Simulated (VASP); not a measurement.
# PtS2 (P1) in VASP: notebook

Runs on PtS2. Level: PBE. Tasks: single point.

Program: VASP 6.6.1. These are calculated values, not measurements. Logs are shortened: lines on timing, memory, paths and dates and some standing lists are left out, and cuts for length are marked.

**1. The cell of the first run**

The typed cell holds 3 atoms: a = 3.543 Å, b = 3.543 Å, c = 5.039 Å, α = 90.00°, β = 90.00°, γ = 120.00°.

**2. Single point, PBE (atom 2 (S) moved by (-0.100, +0.200) A along x and y)**

INCAR

```
  PREC = Accurate
  ENCUT = 520
  EDIFF = 1E-7
  ISMEAR = 0
  SIGMA = 0.05
  LREAL = F
  LASPH = T
  NELM = 60
  ALGO = Normal
  ISIF = 2
  LWAVE = F
  LCHARG = F
  GGA = PE
  NBANDS = 18
```

KPOINTS

```
regular mesh
0
Gamma
  12 12 8
```

POSCAR

```
PtS2
1.0
    3.5431994758      0.0000000000      0.0000000000
   -1.7715997379      3.0685007567      0.0000000000
    0.0000000000      0.0000000000      5.0388000000
Pt S
1 2
Direct
    0.0000000000      0.0000000000      0.0000000000
    0.3376994589      0.7318450765      0.2500000000
    0.6666666667      0.3333333333      0.7500000000
```

Potentials or basis: VASP PAW PBE potentials, release 64 (Pt, S).

Command:

```
cat potpaw_PBE.64/Pt/POTCAR potpaw_PBE.64/S/POTCAR > POTCAR
mpirun -np 1 vasp_std > vasp.out
```

OUTCAR:

```text
PREC = Accurate
   ENCUT = 520
   EDIFF = 1E-7
   ISMEAR = 0
   LREAL = F
   LASPH = T
   NELM = 60
   ISIF = 2
   GGA = PE

 ion  position               nearest neighbor table
   1  0.000  0.000  0.000-   2 2.25   2 2.40   3 2.40   3 2.40   3 2.40   2 2.58
   2  0.338  0.732  0.250-   1 2.25   1 2.40   1 2.58
   3  0.667  0.333  0.750-   1 2.40   1 2.40   1 2.40

  LATTYP: Found a hexagonal cell.
 ALAT       =     3.5431994758
 C/A-ratio  =     1.4221045229

  Lattice vectors:

 A1 = (   3.5431994758,   0.0000000000,   0.0000000000)
 A2 = (  -1.7715997379,   3.0685007567,   0.0000000000)
 A3 = (   0.0000000000,   0.0000000000,   5.0388000000)

Analysis of symmetry for initial positions (statically):
=====================================================================
 Subroutine PRICEL returns:
 Original cell was already a primitive cell.

 Routine SETGRP: Setting up the symmetry group for a
 hexagonal supercell.

 Subroutine GETGRP returns: Found  1 space group operations
 (whereof  1 operations were pure point group operations)
 out of a pool of 24 trial point group operations.

The static configuration has the point symmetry C_1 .

Analysis of symmetry for dynamics (positions and initial velocities):
=====================================================================
 Subroutine PRICEL returns:
 Original cell was already a primitive cell.

 Routine SETGRP: Setting up the symmetry group for a
 hexagonal supercell.

 Subroutine GETGRP returns: Found  1 space group operations
 (whereof  1 operations were pure point group operations)
 out of a pool of 24 trial point group operations.

The dynamic configuration has the point symmetry C_1 .

 Subroutine INISYM returns: Found  1 space group operations
 (whereof  1 operations are pure point group operations),
 and found     1 'primitive' translations

----------------------------------------------------------------------------------------

                                     Primitive cell

  volume of cell :      54.7834

  direct lattice vectors                    reciprocal lattice vectors
     3.543199476  0.000000000  0.000000000     0.282230794  0.162946025  0.000000000
    -1.771599738  3.068500757  0.000000000     0.000000000  0.325892049  0.000000000
     0.000000000  0.000000000  5.038800000     0.000000000  0.000000000  0.198459951

  length of vectors
     3.543199476  3.543199476  5.038800000     0.325892049  0.325892049  0.198459951

  position of ions in fractional coordinates (direct lattice)
     0.000000000  0.000000000  0.000000000
     0.337699459  0.731845077  0.250000000
     0.666666667  0.333333333  0.750000000

  ion indices of the primitive-cell ions
   primitive index   ion index
                 1           1
                 2           2
                 3           3

----------------------------------------------------------------------------------------

 KPOINTS: regular mesh

Automatic generation of k-mesh.
 Grid dimensions read from file:
 generate k-points for:   12   12    8

 Generating k-lattice:

  Cartesian coordinates                     Fractional coordinates (reciprocal lattice)
     0.023519233  0.013578835  0.000000000     0.083333333  0.000000000  0.000000000
     0.000000000  0.027157671  0.000000000     0.000000000  0.083333333  0.000000000
     0.000000000  0.000000000  0.024807494     0.000000000  0.000000000  0.125000000

  Length of vectors
     0.027157671  0.027157671  0.024807494

  Shift w.r.t. Gamma in fractional coordinates (k-lattice)
     0.000000000  0.000000000  0.000000000

 Subroutine IBZKPT returns following result:
 ===========================================

 Found    580 irreducible k-points:

 Following reciprocal coordinates:
            Coordinates               Weight
  0.000000  0.000000  0.000000      1.000000
  0.083333  0.000000  0.000000      2.000000
  0.000000  0.083333  0.000000      2.000000
 -0.083333  0.083333  0.000000      2.000000
  0.166667  0.000000  0.000000      2.000000
  0.000000  0.166667  0.000000      2.000000
[... 16 lines left out ...]
  0.166667  0.083333  0.000000      2.000000
 -0.083333  0.250000  0.000000      2.000000
 [... further k-points ...]
   k-points           NKPTS =    580   k-points in BZ     NKDIM =    580   number of bands    NBANDS=     18
   number of dos      NEDOS =    301   number of ions     NIONS =      3
   total plane-waves  NPLWV =  31360
   dimension x,y,z NGX =    28 NGY =   28 NGZ =   40
   dimension x,y,z NGXF=    56 NGYF=   56 NGZF=   80
   ions per type =               1   2
   NGX,Y,Z   is equivalent  to a cutoff of  13.14, 13.14, 13.20 a.u.
   NGXF,Y,Z  is equivalent  to a cutoff of  26.28, 26.28, 26.39 a.u.
 SYSTEM =  unknown system
   PREC   = accura    normal or accurate (medium, high low for compatibility)
   ISTART =      0    job   : 0-new  1-cont  2-samecut
   ICHARG =      2    charge: 1-file 2-atom 10-const
   ISPIN  =      1    spin polarized calculation?
   LNONCOLLINEAR =      F non collinear calculations
   LSORBIT =      F    spin-orbit coupling
   LASPH  =      T    aspherical Exc in radial PAW
   ENCUT  =  520.0 eV  38.22 Ry    6.18 a.u.   6.59  6.59  9.37*2*pi/ulx,y,z
   NELM   =     60;   NELMIN=  2; NELMDL= -5     # of ELM steps
   EDIFF  = 0.1E-06   stopping-criterion for ELM
   LREAL  =      F    real-space projection
   EDIFFG = 0.1E-05   stopping-criterion for IOM
   NSW    =      0    number of steps for IOM
   IBRION =     -1    ionic relax: 0-MD 1-quasi-New 2-CG
   NFREE  =      0    steps in history (QN), initial steepest desc. (CG)
   ISIF   =      2    stress and relaxation
   ISYM   =      2    0-nonsym 1-usesym 2-fastsym
   POTIM  = 0.5000    time-step for ionic-motion
   TEBEG  =    0.0;   TEEND  =   0.0 temperature during run
   PSTRESS=    0.0 pullay stress
   NELECT =      22.0000    total number of electrons
   NUPDOWN=      -1.0000    fix difference up-down
   EMIN   =  10.00;   EMAX   =-10.00  energy-range for DOS
   EFERMI =   0.00;   METHOD = LEGACY
   ISMEAR =     0;   SIGMA  =   0.05  broadening in eV -4-tet -1-fermi 0-gaus
   EFERMI_NEDOS =   21; number of points for ismear=-14 and -15
   IALGO  =     38    algorithm
   IMIX   =      4    mixing-type and parameters
     AMIX     =   0.40;   BMIX     =  1.00
     AMIX_MAG =   1.60;   BMIX_MAG =  1.00
  volume/ion in A,a.u.               =      18.26       123.23
  Fermi-wavevector in a.u.,A,eV,Ry     =   1.207812  2.282434 19.848319  1.458810
  Thomas-Fermi vector in A             =   2.343439
   LORBIT       =      0    0 simple, 1 ext, 2 COOP (PROOUT), +10 PAW based schemes
   GGA     = PE    functional components
   LHFCALC =     F    Hartree Fock is set to
   AEXX    =    0.0000 exact exchange contribution
   IVDW    =     0    specifies the selected vdW correction
   LEPSILON=     F    determine dielectric tensor
   LRPA    =     F    only Hartree local field effects (RPA)
 non-spin polarized calculation
 Gauss-broadening in eV      SIGMA  =   0.05
  energy-cutoff  :      520.00
  volume of cell :       54.78
 maximum number of plane-waves:      1507
   NGX = 13   NGY = 13   NGZ = 19

 number of electron      22.0000001 magnetization

 Free energy of the ion-electron system (eV)
  ---------------------------------------------------
  ext. energy  EPLUGINS =         0.00000000
  ---------------------------------------------------
  free energy    TOTEN  =       -15.14943769 eV

  energy without entropy =      -15.14943769  energy(sigma->0) =      -15.14943769

 E-fermi :   7.0132     XC(G=0): -10.6892

 val. band max:        6.8225115208   @ k =   0.0000   0.1667   0.2500
 cond. band min:       7.2043090973   @ k =   0.0000   0.2500   0.2500
 fundamental gap:      0.3817975764
 Fermi energy:         7.0132276021

 k-point     1 :       0.0000    0.0000    0.0000
  band No.  band energies     occupation
      1      -8.4363      2.00000
      2      -5.6029      2.00000
      3      -0.2832      2.00000
      4       0.2654      2.00000
      5       0.5774      2.00000
      6       2.8885      2.00000
[... 10 lines left out ...]
     17      15.3339      0.00000
     18      18.9630      0.00000

 k-point     2 :       0.0833    0.0000    0.0000
  band No.  band energies     occupation
      1      -8.3494      2.00000
      2      -5.6400      2.00000
      3      -0.1864      2.00000
      4       0.3183      2.00000
      5       0.6313      2.00000
      6       2.7119      2.00000
[... 10 lines left out ...]
     17      15.4322      0.00000
     18      17.8593      0.00000

 k-point     3 :       0.0000    0.0833    0.0000
  band No.  band energies     occupation
      1      -8.3538      2.00000
      2      -5.6326      2.00000
      3      -0.2009      2.00000
      4       0.3048      2.00000
      5       0.6197      2.00000
      6       2.8160      2.00000
[... 10 lines left out ...]
     17      15.5462      0.00000
     18      18.3155      0.00000

 k-point     4 :      -0.0833    0.0833    0.0000
  band No.  band energies     occupation
      1      -8.3470      2.00000
      2      -5.6456      2.00000
      3      -0.1781      2.00000
      4       0.3333      2.00000
      5       0.6453      2.00000
      6       2.7177      2.00000
[... 375 lines left out ...]
      4       0.4577      2.00000
      5       0.7746      2.00000
      6       2.4059      2.00000
[... 10 lines left out ...]
     17      15.6832      0.00000
     18      16.6288      0.00000

 k-point    23 :       0.1667    0.0833    0.0000
  band No.  band energies     occupation
      1      -7.8761      2.00000
      2      -5.8068      2.00000
      3       0.2549      2.00000
      4       0.5858      2.00000
      5       0.8233      2.00000
      6       2.1402      2.00000
[... 10 lines left out ...]
     17      15.8868      0.00000
     18      16.4349      0.00000

 k-point    24 :      -0.0833    0.2500    0.0000
  band No.  band energies     occupation
      1      -7.8816      2.00000
      2      -5.8055      2.00000
      3       0.2505      2.00000
      4       0.5452      2.00000
      5       0.9396      2.00000
      6       2.1999      2.00000
[... 10 lines left out ...]
     17      15.8881      0.00000
     18      16.4736      0.00000

 [... further k-points ...]

------------------------ aborting loop because EDIFF is reached ----------------------------------------

  FORCE on cell =-STRESS in cart. coord.  units (eV):
  Direction    XX          YY          ZZ          XY          YZ          ZX
  --------------------------------------------------------------------------------------
  -------------------------------------------------------------------------------------
  Total        2.5483857      0.6517715      0.7665110     -0.7432571     -1.8040764      1.5080001
  in kB       74.5292559     19.0614976     22.4171300    -21.7370550    -52.7614281     44.1024794
  external PRESSURE =      38.6692945 kB  Pullay stress =       0.0000000 kB

 VOLUME and BASIS-vectors are now :
 -----------------------------------------------------------------------------
  energy-cutoff  :      520.00
  volume of cell :       54.78
      direct lattice vectors                 reciprocal lattice vectors
     3.543199476  0.000000000  0.000000000     0.282230794  0.162946025  0.000000000
    -1.771599738  3.068500757  0.000000000     0.000000000  0.325892049  0.000000000
     0.000000000  0.000000000  5.038800000     0.000000000  0.000000000  0.198459951

 POSITION                                       TOTAL-FORCE (eV/Angst)
 -----------------------------------------------------------------------------------
      0.00000      0.00000      0.00000        -1.106371      1.421545     -0.433843
     -0.10000      2.24567      1.25970         1.204681     -1.528127      0.146620
      1.77160      1.02283      3.77910        -0.098310      0.106581      0.287222
 -----------------------------------------------------------------------------------
    total drift:                                0.000018      0.000005     -0.000002

  FREE ENERGIE OF THE ION-ELECTRON SYSTEM (eV)
  ---------------------------------------------------
  free  energy   TOTEN  =       -15.1494376932 eV

  energy  without entropy=      -15.1494376931  energy(sigma->0) =      -15.14943769
```

It took 3.3 min on 1 thread of Intel Xeon 6975P-C (Granite Rapids), shared host; peak memory 0.61 GiB.

What came out:

| Property | Result |
| --- | --- |
| Free energy | -15.1494 eV |
| Pressure | 3.9 GPa |
| Largest force | 1.951 eV/Å |
| Band gap on the k mesh | 0.38 eV (least direct gap 0.51 eV) |

Forces on the atoms (eV/Å):
```
Pt  -1.106  1.422 -0.434
S    1.205 -1.528  0.147
S   -0.098  0.107  0.287
```

Caveat: the cell differs from its parent crystal (atom 2 (S) moved by (-0.100, +0.200) A along x and y); the cell stands under pressure; spin-orbit coupling is left out, which moves the levels of the heavy elements; forces of over 1 eV/Å act on the atoms, so gaps and moduli don't describe the material at rest. A k mesh can miss the band edges.

**3. Single point, PBE (atom 2 (S) moved by (-0.100, -0.100) A along x and y)**

INCAR

```
SYSTEM = PtS2
  PREC = Accurate
  ENCUT = 520
  EDIFF = 1E-6
  ISMEAR = 0
  SIGMA = 0.05
  LREAL = .False.
  LASPH = .True.
  NELM = 100
  ALGO = Normal
  ISIF = 2
  LWAVE = .False.
  LCHARG = .True.
  GGA = PE
  LELF = .True.
  LVHAR = .True.
  NBANDS = 18
```

KPOINTS

```
regular mesh
0
Gamma
  12 12 8
  0 0 0
```

Changes to POSCAR since step 2:

```diff
@@ -9,3 +9,3 @@
     0.0000000000      0.0000000000      0.0000000000
-    0.3376994589      0.7318450765      0.2500000000
+    0.2888156515      0.6340774617      0.2500000000
     0.6666666667      0.3333333333      0.7500000000
```

Potentials or basis: VASP PAW PBE potentials, release 64 (Pt, S).

Command:

```
cat potpaw_PBE.64/Pt/POTCAR potpaw_PBE.64/S/POTCAR > POTCAR
mpirun -np 1 vasp_std > vasp.out
```

Run time: 3.1 min. Hardware: 1 thread of Intel Xeon 6975P-C (Granite Rapids), shared host; peak memory 0.61 GiB.

It converged, with:

* Free energy: -15.2816 eV
* Pressure: 2.7 GPa
* Largest force: 1.149 eV/Å
* Band gap on the k mesh: 0.43 eV (least direct gap 0.62 eV)

Forces in eV/Å, atoms in the order of the input:
```
Pt  -0.668 -0.809 -0.163
S    0.720  0.878 -0.173
S   -0.052 -0.068  0.336
```

Stress tensor (GPa, compression positive):
```
 1.97 -1.26  2.45
-1.26  5.09  3.09
 2.45  3.09  0.97
```

Levels at points of the mesh, in eV from the valence-band top:
| k point | band 7 | band 8 | band 9 | band 10 | band 11 | band 12 | band 13 | band 14 | band 15 | band 16 |
| --- | --- | --- | --- | --- | --- | --- | --- | --- | --- | --- |
| (0.00, 0.00, 0.00) | -3.78 | -2.25 | -1.24 | -0.88 | 0.00 | 1.57 | 2.00 | 4.56 | 5.28 | 7.83 |
| (0.50, 0.00, 0.00) | -3.30 | -3.21 | -3.03 | -2.89 | -2.48 | 1.04 | 2.60 | 5.56 | 6.48 | 8.01 |
| (0.00, 0.50, 0.00) | -3.65 | -3.22 | -3.11 | -3.02 | -2.46 | 1.47 | 2.26 | 5.27 | 6.29 | 7.72 |
| (0.50, 0.50, 0.00) | -3.58 | -3.21 | -3.10 | -2.99 | -2.44 | 1.36 | 2.30 | 5.38 | 6.33 | 7.84 |
| (0.00, 0.00, 0.50) | -3.81 | -2.85 | -1.46 | -1.38 | -1.19 | 2.28 | 2.57 | 5.55 | 6.98 | 7.69 |
| (0.50, 0.00, 0.50) | -3.18 | -3.06 | -2.69 | -2.60 | -1.29 | 1.56 | 2.12 | 4.72 | 5.11 | 7.31 |
| (0.00, 0.50, 0.50) | -3.38 | -3.13 | -2.86 | -2.51 | -1.58 | 1.24 | 2.09 | 5.14 | 5.40 | 7.48 |
| (0.50, 0.50, 0.50) | -3.35 | -3.13 | -2.86 | -2.45 | -1.48 | 1.27 | 2.12 | 5.02 | 5.32 | 7.41 |

Caveat: the cell differs from its parent crystal (atom 2 (S) moved by (-0.100, -0.100) A along x and y); spin-orbit coupling is left out, which moves the levels of the heavy elements; forces of over 1 eV/Å act on the atoms, so gaps and moduli don't describe the material at rest. A k mesh can miss the band edges.

(Continued in part 2 of 2.)
